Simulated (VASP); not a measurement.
# AlCo in VASP: further runs, part 2 of 2

VASP 6.6.1.

## 3. Single point, r2SCAN, collinear spin, ferromagnetic start

POSCAR

```
AlCo
1.0
    2.8194032100      0.0000000000      0.0000000000
    0.0000000000      2.8194032100      0.0000000000
    0.0000000000      0.0000000000      2.8194032100
Co Al
1 1
Direct
    0.5000000000      0.5000000000      0.5000000000
    0.0000000000      0.0000000000      0.0000000000
```

INCAR.step1

```
SYSTEM = AlCo
  ALGO = Normal
  EDIFF = 1E-4
  ENCUT = 520
  GGA = PE
  ISMEAR = 0
  ISPIN = 2
  LASPH = .TRUE.
  LCHARG = .FALSE.
  LMAXMIX = 4
  LREAL = .FALSE.
  LWAVE = .TRUE.
  MAGMOM = 2 0
  NBANDS = 17
  NELM = 150
  PREC = Accurate
  SIGMA = 0.05
```

INCAR.step2

```
SYSTEM = AlCo
  ALGO = Normal
  EDIFF = 1E-6
  ENCUT = 520
  ISIF = 2
  ISMEAR = 0
  ISPIN = 2
  ISTART = 1
  LASPH = .TRUE.
  LCHARG = .FALSE.
  LMAXMIX = 4
  LMIXTAU = .TRUE.
  LORBIT = 11
  LREAL = .FALSE.
  LWAVE = .FALSE.
  MAGMOM = 2 0
  METAGGA = R2SCAN
  NBANDS = 17
  NELM = 150
  PREC = Accurate
  SIGMA = 0.05
```

KPOINTS

```
k-points
0
G
  11 11 11
  0 0 0
```

Potentials or basis: VASP PAW PBE potentials, release 64 (Co, Al).

The run is started by

```console
> cat potpaw_PBE.64/Co/POTCAR potpaw_PBE.64/Al/POTCAR > POTCAR
> cp INCAR.step1 INCAR
> mpirun -np 1 vasp_std > vasp.out
> cp INCAR.step2 INCAR
> mpirun -np 1 vasp_std > vasp.out
```

OUTCAR:

```text
SYSTEM = AlCo
   EDIFF = 1E-6
   ENCUT = 520
   ISIF = 2
   ISMEAR = 0
   ISPIN = 2
   ISTART = 1
   LASPH = .TRUE.
   LORBIT = 11
   LREAL = .FALSE.
   METAGGA = R2SCAN
   NELM = 150
   PREC = Accurate

 ion  position               nearest neighbor table
   1  0.500  0.500  0.500-   2 2.44   2 2.44   2 2.44   2 2.44   2 2.44   2 2.44   2 2.44   2 2.44

   2  0.000  0.000  0.000-   1 2.44   1 2.44   1 2.44   1 2.44   1 2.44   1 2.44   1 2.44   1 2.44

  LATTYP: Found a simple cubic cell.
 ALAT       =     2.8194032100

  Lattice vectors:

 A1 = (   2.8194032100,   0.0000000000,   0.0000000000)
 A2 = (   0.0000000000,   2.8194032100,   0.0000000000)
 A3 = (   0.0000000000,   0.0000000000,   2.8194032100)

Analysis of symmetry for initial positions (statically):
=====================================================================
 Subroutine PRICEL returns:
 Original cell was already a primitive cell.

 Routine SETGRP: Setting up the symmetry group for a
 simple cubic supercell.

 Subroutine GETGRP returns: Found 48 space group operations
 (whereof 48 operations were pure point group operations)
 out of a pool of 48 trial point group operations.

The static configuration has the point symmetry O_h .
[... 675 lines left out ...]
      3       7.7209      1.00000
      4       9.8095      1.00000
      5       9.8095      1.00000
      6       9.8095      1.00000
[... 459 lines left out ...]
      6       9.7152      1.00000
[... 9 lines left out ...]
     16      33.0740      0.00000
     17      34.6065      0.00000

 [... further k-points ...]
[... 5 lines left out ...]
  --------------------------------------------------------------------------------------
  -------------------------------------------------------------------------------------
  Total        0.0605594      0.0605594      0.0605594     -0.0000000     -0.0000000      0.0000000
  in kB        4.3293308      4.3293308      4.3293308     -0.0000000     -0.0000000      0.0000000
  external PRESSURE =       4.3293308 kB  Pullay stress =       0.0000000 kB

 VOLUME and BASIS-vectors are now :
 -----------------------------------------------------------------------------
  energy-cutoff  :      520.00
  volume of cell :       22.41
      direct lattice vectors                 reciprocal lattice vectors
     2.819403210  0.000000000  0.000000000     0.354684990  0.000000000  0.000000000
     0.000000000  2.819403210  0.000000000     0.000000000  0.354684990  0.000000000
     0.000000000  0.000000000  2.819403210     0.000000000  0.000000000  0.354684990

 POSITION                                       TOTAL-FORCE (eV/Angst)
 -----------------------------------------------------------------------------------
      1.40970      1.40970      1.40970         0.000000      0.000000      0.000000
      0.00000      0.00000      0.00000         0.000000      0.000000      0.000000
 -----------------------------------------------------------------------------------
    total drift:                                0.000000     -0.000000     -0.000000

  FREE ENERGIE OF THE ION-ELECTRON SYSTEM (eV)
  ---------------------------------------------------
  free  energy   TOTEN  =       -21.0785104623 eV

  energy  without entropy=      -21.0780080714  energy(sigma->0) =      -21.07825927

 total charge

# of ion       s       p       d       tot
------------------------------------------
    1        0.468   0.578   7.509   8.555
    2        0.396   0.454   0.000   0.850
--------------------------------------------------
tot          0.863   1.032   7.509   9.405

 magnetization (x)

# of ion       s       p       d       tot
------------------------------------------
    1       -0.000   0.000  -0.000  -0.000
    2        0.000   0.000   0.000   0.000
--------------------------------------------------
tot          0.000   0.000  -0.000  -0.000
```

OSZICAR.step1:

```text
N       E                     dE             d eps       ncg     rms          rms(c)
DAV:   1     0.380113064635E+02    0.38011E+02   -0.50129E+03  3928   0.758E+02
DAV:   2    -0.111860381432E+02   -0.49197E+02   -0.43852E+02  4308   0.151E+02
DAV:   3    -0.131845690285E+02   -0.19985E+01   -0.19716E+01  4649   0.324E+01
DAV:   4    -0.132130111016E+02   -0.28442E-01   -0.28418E-01  4615   0.344E+00
DAV:   5    -0.132138136682E+02   -0.80257E-03   -0.80252E-03  4686   0.624E-01    0.137E+01
DAV:   6    -0.157513708310E+02   -0.25376E+01   -0.44455E+01  4189   0.721E+01    0.163E+01
DAV:   7    -0.119921256452E+02    0.37592E+01   -0.24102E+01  4352   0.462E+01    0.248E+00
DAV:   8    -0.119819598055E+02    0.10166E-01   -0.16219E-01  4650   0.263E+00    0.133E+00
DAV:   9    -0.119716842536E+02    0.10276E-01   -0.48382E-02  5005   0.154E+00    0.763E-01
DAV:  10    -0.119709073013E+02    0.77695E-03   -0.11249E-03  5039   0.215E-01    0.186E-01
DAV:  11    -0.119708930090E+02    0.14292E-04   -0.82257E-05  3009   0.725E-02
   1 F= -.11970893E+02 E0= -.11969978E+02  d E =-.183064E-02  mag=    -0.0045
```

Wall time 93 s (1 thread of AMD EPYC 9R45 (Zen 5), shared host); peak memory 0.15 GiB.

What came out:

```yaml
Free_energy: -21.0785 eV
Pressure: 0.4 GPa
Band_gap_on_the_k_mesh: zero (filled and empty bands overlap)
Net_moment: 0.00 μB per cell
Valence_electrons_inside_the_program's_atomic_spheres: Co 8.55; Al 0.85
```

Levels at points of the mesh, in eV from the Fermi level:
Spin up:
```tsv
k point	band 3	band 4	band 5	band 6	band 7	band 8	band 9	band 10
(0.00, 0.00, 0.00)	-3.21	-1.12	-1.12	-1.12	6.50	6.50	6.50	9.14
```
Spin down:
```csv
k point,band 4,band 5,band 6,band 7,band 8,band 9
"(0.00, 0.00, 0.00)",-1.12,-1.12,-1.12,6.50,6.50,6.50
```

Caveat: the starting moments collapsed, and a magnetic state may lie lower; the PAW data sets were made with another functional, which shifts forces and pressure a little.

## 4. Single point, PBE, collinear spin, ferromagnetic start

INCAR

```
PREC     = Accurate       # precision mode
ENCUT    = 520            # plane-wave cutoff, eV
EDIFF    = 1E-6           # SCF threshold, eV
ISMEAR   = 1              # smearing method
SIGMA    = 0.1            # smearing width, eV
LREAL    = F              # projectors in reciprocal space
LASPH    = T              # aspherical terms in the spheres
NELM     = 150            # most SCF steps
ALGO     = Fast           # electronic algorithm
ISIF     = 2              # what is computed and relaxed
LWAVE    = F              # write WAVECAR
LCHARG   = F              # write CHGCAR
ISPIN    = 2              # spin polarisation
MAGMOM   = 2 0            # initial moments
LORBIT   = 11             # projections on sites
LMAXMIX  = 4              # l up to which the mixer works
GGA      = PE             # functional
NBANDS   = 17             # bands
```

KPOINTS

```
Automatic mesh
0
Gamma
  15 15 15
```

POSCAR is that of step 3.

Potentials or basis: VASP PAW PBE potentials, release 64 (Co, Al).

The run is started by

```console
> cat potpaw_PBE.64/Co/POTCAR potpaw_PBE.64/Al/POTCAR > POTCAR
> mpirun -np 1 vasp_std > vasp.out
```

OUTCAR:

```text
PREC = Accurate
   ENCUT = 520
   EDIFF = 1E-6
   ISMEAR = 1
   LREAL = F
   LASPH = T
   NELM = 150
   ISIF = 2
   ISPIN = 2
   LORBIT = 11
   GGA = PE

 ion  position               nearest neighbor table
   1  0.500  0.500  0.500-   2 2.44   2 2.44   2 2.44   2 2.44   2 2.44   2 2.44   2 2.44   2 2.44

   2  0.000  0.000  0.000-   1 2.44   1 2.44   1 2.44   1 2.44   1 2.44   1 2.44   1 2.44   1 2.44

  LATTYP: Found a simple cubic cell.
 ALAT       =     2.8194032100

  Lattice vectors:

 A1 = (   2.8194032100,   0.0000000000,   0.0000000000)
 A2 = (   0.0000000000,   2.8194032100,   0.0000000000)
 A3 = (   0.0000000000,   0.0000000000,   2.8194032100)

Analysis of symmetry for initial positions (statically):
=====================================================================
 Subroutine PRICEL returns:
 Original cell was already a primitive cell.

 Routine SETGRP: Setting up the symmetry group for a
 simple cubic supercell.

 Subroutine GETGRP returns: Found 48 space group operations
 (whereof 48 operations were pure point group operations)
 out of a pool of 48 trial point group operations.

The static configuration has the point symmetry O_h .

Analysis of symmetry for dynamics (positions and initial velocities):
=====================================================================
 Subroutine PRICEL returns:
 Original cell was already a primitive cell.

 Routine SETGRP: Setting up the symmetry group for a
 simple cubic supercell.

 Subroutine GETGRP returns: Found 48 space group operations
 (whereof 48 operations were pure point group operations)
 out of a pool of 48 trial point group operations.

The dynamic configuration has the point symmetry O_h .

Analysis of structural, dynamic, and magnetic symmetry:
=====================================================================
 Subroutine PRICEL returns:
 Original cell was already a primitive cell.

 Routine SETGRP: Setting up the symmetry group for a
 simple cubic supercell.
[... 146 lines left out ...]

 number of electron      11.9999996 magnetization      -0.0001312

 Free energy of the ion-electron system (eV)
  ---------------------------------------------------
  ext. energy  EPLUGINS =         0.00000000
  ---------------------------------------------------
  free energy    TOTEN  =       -11.97330369 eV

  energy without entropy =      -11.97400868  energy(sigma->0) =      -11.97353868

 E-fermi :  11.0338     XC(G=0): -12.4236

 val. band max:       10.9632357197   @ k =   0.4667   0.4000   0.0667
 cond. band min:      11.0437874058   @ k =   0.4667   0.4667   0.2000
 fundamental gap:      0.0805516861
 Fermi energy:        11.0337763923

 spin component 1

 k-point     1 :       0.0000    0.0000    0.0000
  band No.  band energies     occupation
      1      -0.2807      1.00000
      2       7.9067      1.00000
      3       7.9067      1.00000
      4      10.1324      1.00000
      5      10.1324      1.00000
      6      10.1324      1.00000
[... 459 lines left out ...]
      6       9.9075      1.00000
[... 9 lines left out ...]
     16      32.6169      0.00000
     17      34.5393      0.00000

 [... further k-points ...]

 spin component 2

 k-point     1 :       0.0000    0.0000    0.0000
  band No.  band energies     occupation
      1      -0.2805      1.00000
      2       7.9065      1.00000
      3       7.9065      1.00000
      4      10.1322      1.00000
      5      10.1322      1.00000
      6      10.1322      1.00000
[... 459 lines left out ...]
      6       9.9073      1.00000
[... 9 lines left out ...]
     16      32.6170      0.00000
     17      34.5393      0.00000

 [... further k-points ...]
[... 5 lines left out ...]
  --------------------------------------------------------------------------------------
  -------------------------------------------------------------------------------------
  Total        0.8596459      0.8596459      0.8596459     -0.0000000     -0.0000000      0.0000000
  in kB       61.4551931     61.4551931     61.4551931     -0.0000000     -0.0000000      0.0000000
  external PRESSURE =      61.4551931 kB  Pullay stress =       0.0000000 kB

 VOLUME and BASIS-vectors are now :
 -----------------------------------------------------------------------------
  energy-cutoff  :      520.00
  volume of cell :       22.41
      direct lattice vectors                 reciprocal lattice vectors
     2.819403210  0.000000000  0.000000000     0.354684990  0.000000000  0.000000000
     0.000000000  2.819403210  0.000000000     0.000000000  0.354684990  0.000000000
     0.000000000  0.000000000  2.819403210     0.000000000  0.000000000  0.354684990

 POSITION                                       TOTAL-FORCE (eV/Angst)
 -----------------------------------------------------------------------------------
      1.40970      1.40970      1.40970         0.000000      0.000000      0.000000
      0.00000      0.00000      0.00000         0.000000      0.000000      0.000000
 -----------------------------------------------------------------------------------
    total drift:                                0.000000     -0.000000     -0.000000

  FREE ENERGIE OF THE ION-ELECTRON SYSTEM (eV)
  ---------------------------------------------------
  free  energy   TOTEN  =       -11.9733036857 eV

  energy  without entropy=      -11.9740086807  energy(sigma->0) =      -11.97353868

 total charge

# of ion       s       p       d       tot
------------------------------------------
    1        0.446   0.536   7.530   8.512
    2        0.399   0.443   0.000   0.842
--------------------------------------------------
tot          0.845   0.979   7.530   9.354

 magnetization (x)

# of ion       s       p       d       tot
------------------------------------------
    1        0.000   0.000  -0.000  -0.000
    2        0.000   0.000   0.000   0.000
--------------------------------------------------
tot          0.000   0.000  -0.000  -0.000
```

OSZICAR:

```text
N       E                     dE             d eps       ncg     rms          rms(c)
DAV:   1     0.388585729528E+02    0.38859E+02   -0.49332E+03  8280   0.755E+02
DAV:   2    -0.111599507508E+02   -0.50019E+02   -0.44660E+02  9363   0.153E+02
DAV:   3    -0.131807775993E+02   -0.20208E+01   -0.19925E+01  9790   0.325E+01
DAV:   4    -0.132099188842E+02   -0.29141E-01   -0.29123E-01  9912   0.348E+00
DAV:   5    -0.132107861888E+02   -0.86730E-03   -0.86725E-03 10108   0.649E-01    0.137E+01
RMM:   6    -0.157585868046E+02   -0.25478E+01   -0.92171E+00 10180   0.308E+01    0.170E+01
RMM:   7    -0.119902803311E+02    0.37683E+01   -0.24700E+00  9572   0.152E+01    0.306E+00
RMM:   8    -0.119820202117E+02    0.82601E-02   -0.24474E-02  9594   0.958E-01    0.122E+00
RMM:   9    -0.119794684551E+02    0.25518E-02   -0.13420E-02  9975   0.854E-01    0.915E-01
RMM:  10    -0.119741982454E+02    0.52702E-02   -0.34876E-03 10772   0.537E-01    0.282E-01
RMM:  11    -0.119733170681E+02    0.88118E-03   -0.10381E-03 11557   0.237E-01    0.143E-01
RMM:  12    -0.119732996016E+02    0.17467E-04   -0.31455E-04 12117   0.112E-01    0.695E-02
RMM:  13    -0.119733039031E+02   -0.43016E-05   -0.79838E-05 12204   0.492E-02    0.294E-02
RMM:  14    -0.119733038582E+02    0.44922E-07   -0.20612E-05 10873   0.332E-02    0.184E-02
RMM:  15    -0.119733036857E+02    0.17250E-06   -0.64515E-06 11148   0.128E-02
   1 F= -.11973304E+02 E0= -.11973539E+02  d E =0.704995E-03  mag=    -0.0002
```

Run time: 57 s. Hardware: 1 thread of AMD EPYC 9R45 (Zen 5), shared host; peak memory 0.17 GiB.

What came out:

```yaml
Free_energy: -11.9733 eV
Pressure: 6.1 GPa
Band_gap_on_the_k_mesh: zero (filled and empty bands overlap)
Net_moment: 0.00 μB per cell
Valence_electrons_inside_the_program's_atomic_spheres: Co 8.51; Al 0.84
```

Levels at points of the mesh, in eV from the Fermi level:
Spin up:
```
           k point  band 3  band 4  band 5  band 6  band 7  band 8  band 9  band 10
(0.00, 0.00, 0.00)   -3.13   -0.90   -0.90   -0.90    6.11    6.11    6.11     8.85
```
Spin down:
| k point | band 2 | band 3 | band 4 | band 5 | band 6 | band 7 | band 8 | band 9 | band 10 | band 11 |
| --- | --- | --- | --- | --- | --- | --- | --- | --- | --- | --- |
| (0.00, 0.00, 0.00) | -3.13 | -3.13 | -0.90 | -0.90 | -0.90 | 6.11 | 6.11 | 6.11 | 8.85 | 8.85 |

Caveat: the starting moments collapsed, and a magnetic state may lie lower.

## 5. Single point, r2SCAN, collinear spin, ferromagnetic start

POSCAR is that of step 4.

INCAR.step1

```
SYSTEM = AlCo
ALGO     = Normal         ! electronic algorithm
EDIFF    = 1E-4           ! SCF threshold, eV
ENCUT    = 520            ! plane-wave cutoff, eV
GGA      = PE             ! functional
ISMEAR   = 0              ! smearing method
ISPIN    = 2              ! spin polarisation
LASPH    = .True.         ! aspherical terms in the spheres
LCHARG   = .False.        ! write CHGCAR
LMAXMIX  = 4              ! l up to which the mixer works
LREAL    = .False.        ! projectors in reciprocal space
LWAVE    = .True.         ! write WAVECAR
MAGMOM   = 2 0            ! initial moments
NBANDS   = 17             ! bands
NELM     = 150            ! most SCF steps
PREC     = Accurate       ! precision mode
SIGMA    = 0.05           ! smearing width, eV
```

INCAR.step2

```
SYSTEM = AlCo
ALGO     = Normal         ! electronic algorithm
EDIFF    = 1E-6           ! SCF threshold, eV
ENCUT    = 520            ! plane-wave cutoff, eV
ISIF     = 2              ! what is computed and relaxed
ISMEAR   = 0              ! smearing method
ISPIN    = 2              ! spin polarisation
ISTART   = 1            
LASPH    = .True.         ! aspherical terms in the spheres
LCHARG   = .False.        ! write CHGCAR
LMAXMIX  = 4              ! l up to which the mixer works
LMIXTAU  = .True.       
LORBIT   = 11             ! projections on sites
LREAL    = .False.        ! projectors in reciprocal space
LWAVE    = .False.        ! write WAVECAR
MAGMOM   = 2 0            ! initial moments
METAGGA  = R2SCAN         ! meta-GGA
NBANDS   = 17             ! bands
NELM     = 150            ! most SCF steps
PREC     = Accurate       ! precision mode
SIGMA    = 0.05           ! smearing width, eV
```

KPOINTS

```
k-points
0
Gamma
  13 13 13
  0 0 0
```

The run is started by

```console
> cat potpaw_PBE.64/Co/POTCAR potpaw_PBE.64/Al/POTCAR > POTCAR
> cp INCAR.step1 INCAR
> mpirun -np 1 vasp_std > vasp.out
> cp INCAR.step2 INCAR
> mpirun -np 1 vasp_std > vasp.out
```

Wall time 2.8 min (1 thread of AMD EPYC 9R45 (Zen 5), shared host); peak memory 0.16 GiB.

The run converged. Its results:

```
Free energy                                           : -21.0802 eV
Pressure                                              : 0.4 GPa
Band gap on the k mesh                                : zero (filled and empty bands overlap)
Net moment                                            : -0.03 μB per cell
Site moments                                          : Co -0.05; Al +0.00 μB
Valence electrons inside the program's atomic spheres : Co 8.55; Al 0.85
```

Levels at points of the mesh, in eV from the Fermi level:
Spin up:
```
           k point  band 3  band 4  band 5  band 6  band 7  band 8  band 9  band 10
(0.00, 0.00, 0.00)   -3.17   -1.11   -1.11   -1.11    6.47    6.47    6.47     9.14
```
Spin down:
```tsv
k point	band 3	band 4	band 5	band 6	band 7	band 8	band 9	band 10
(0.00, 0.00, 0.00)	-3.27	-1.14	-1.14	-1.14	6.49	6.49	6.49	9.11
```

Caveat: the starting moments collapsed, and a magnetic state may lie lower; the PAW data sets were made with another functional, which shifts forces and pressure a little.

## 6. Single point, PBE, collinear spin, ferromagnetic start

INCAR

```
SYSTEM = AlCo
PREC = Accurate
ENCUT = 520
EDIFF = 1E-6
ISMEAR = 0
SIGMA = 0.1
LREAL = .FALSE.
LASPH = .TRUE.
NELM = 150
ALGO = Normal
ISIF = 2
LWAVE = .FALSE.
LCHARG = .FALSE.
ISPIN = 2
MAGMOM = 2 0
LORBIT = 11
LMAXMIX = 4
GGA = PE
NBANDS = 17
```

KPOINTS

```
regular mesh
0
G
  7 7 7
  0 0 0
```

POSCAR

```
AlCo
1.0
    2.8194032100      0.0000000000      0.0000000000
    0.0000000000      2.8194032100      0.0000000000
    0.0000000000      0.0000000000      2.8194032100
Co Al
1 1
Direct
    0.5188250000      0.4935050000      0.4987670000
   -0.0089450000     -0.0064180000     -0.0021340000
```

Potentials or basis: VASP PAW PBE potentials, release 64 (Co, Al).

The run is started by

```console
> cat potpaw_PBE.64/Co/POTCAR potpaw_PBE.64/Al/POTCAR > POTCAR
> mpirun -np 1 vasp_std > vasp.out
```

Wall time 63 s (1 thread of AMD EPYC 9R45 (Zen 5), shared host); peak memory 0.19 GiB.

Results (log left out):

| Quantity | Value |
| --- | --- |
| Free energy | -11.9546 eV |
| Pressure | 7.0 GPa |
| Largest force | 0.642 eV/Å |
| Band gap on the k mesh | zero (filled and empty bands overlap) |
| Net moment | 0.00 μB per cell |
| Valence electrons inside the program's atomic spheres | Co 8.52; Al 0.84 |

Forces on the atoms (eV/Å):
```
Co  -0.642  0.002 -0.021
Al   0.642 -0.002  0.021
```

Stress tensor (GPa, compression positive):
```
6.73 0.00 0.04
0.00 7.11 0.00
0.04 0.00 7.11
```

Levels at points of the mesh, in eV from the Fermi level:
Spin up:
| k point | band 2 | band 3 | band 4 | band 5 | band 6 | band 7 | band 8 | band 9 | band 10 | band 11 |
| --- | --- | --- | --- | --- | --- | --- | --- | --- | --- | --- |
| (0.00, 0.00, 0.00) | -3.07 | -3.06 | -0.85 | -0.84 | -0.84 | 6.19 | 6.20 | 6.20 | 8.93 | 8.94 |
Spin down:
| k point | band 4 | band 5 | band 6 | band 7 | band 8 | band 9 |
| --- | --- | --- | --- | --- | --- | --- |
| (0.00, 0.00, 0.00) | -0.85 | -0.84 | -0.84 | 6.19 | 6.20 | 6.20 |

Caveat: the starting moments collapsed, and a magnetic state may lie lower.
